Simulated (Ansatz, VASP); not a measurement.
# One calculation of BeSe3, two programs

The input INCAR:

```
SYSTEM = BeSe3
ALGO = Normal
EDIFF = 1E-6
EDIFFG = -0.01
ENCUT = 600
GGA = PE
IBRION = 2
ISIF = 3
ISMEAR = 0
LASPH = .TRUE.
LCHARG = .FALSE.
LREAL = .FALSE.
LWAVE = .FALSE.
NELM = 80
NSW = 100
PREC = Accurate
SIGMA = 0.02
```

File KPOINTS:

```
k-points
0
G
  6 6 4
  0 0 0
```

The input POSCAR:

```
BeSe3
1.0
    5.2563785599      0.0000000000      0.0000000000
    0.0000000000      5.2563785599      0.0000000000
    0.0000000000      0.0000000000      7.4657176907
Be Se
2 6
Direct
    0.0000000000      0.0000000000      0.0000000000
    0.5000000000      0.5000000000      0.0000000000
    0.2627903563      0.7627903563      0.8328256945
    0.7372096437      0.2372096437      0.8328256945
    0.2372096437      0.2627903563      0.1671743055
    0.7627903563      0.7372096437      0.1671743055
    0.5000000000      0.0000000000      0.3510944481
    0.0000000000      0.5000000000      0.6489055519
```

Input for Ansatz:

```yaml
crystal:
  lattice:
    - [5.2563785599, 0.0, 0.0]
    - [0.0, 5.2563785599, 0.0]
    - [0.0, 0.0, 7.4657176907]
  atoms:
    - { symbol: Be, position: [0.0, 0.0, 0.0] }
    - { symbol: Be, position: [0.5, 0.5, 0.0] }
    - { symbol: Se, position: [0.2627903563, 0.7627903563, 0.8328256945] }
    - { symbol: Se, position: [0.7372096437, 0.2372096437, 0.8328256945] }
    - { symbol: Se, position: [0.2372096437, 0.2627903563, 0.1671743055] }
    - { symbol: Se, position: [0.7627903563, 0.7372096437, 0.1671743055] }
    - { symbol: Se, position: [0.5, 0.0, 0.3510944481] }
    - { symbol: Se, position: [0.0, 0.5, 0.6489055519] }
basis:
  ecutwfc: 420
kpoints:
  mp_grid: { grid: [6, 6, 4] }
hamiltonian:
  xc: pbe
scf:
  occupations: { method: gaussian, width: 0.02 }
output:
  forces: true
  stress: true
  eigenvalues: true
relax:
  adjacent_minimum: "off"
  f_tol: 0.01
  max_steps: 80
  cell: { stress_tol: 0.05 }
```

Alike in both runs: task relaxation of cell and atoms; functional PBE; k mesh 6 × 6 × 4; occupations gaussian, width 0.02 eV; no spin polarisation.

|  | VASP | Ansatz |
| --- | --- | --- |
| version | VASP 6.6.1 | Ansatz 0.2.0 |
| potentials or method | VASP PAW PBE potentials, release 64 (Be, Se), cutoff 600 eV | scalar-relativistic, plane waves, PAW |
| valence electrons in the cell | 40 | 100 |

```tsv
	VASP	Ansatz	Ansatz less VASP
gap on the k mesh at the Fermi level, each at its own relaxed structure (eV)	0.68	0.69	+0.010
relaxed volume (Å³/atom)	25.89	25.93	+0.039
relaxed length of the cell vector where the two differ most in proportion (Å)	7.596	7.611	+0.0151
```

VASP's potentials hold 40 valence electrons a cell and Ansatz's 100, so a difference there can come from the potentials and not from the codes.
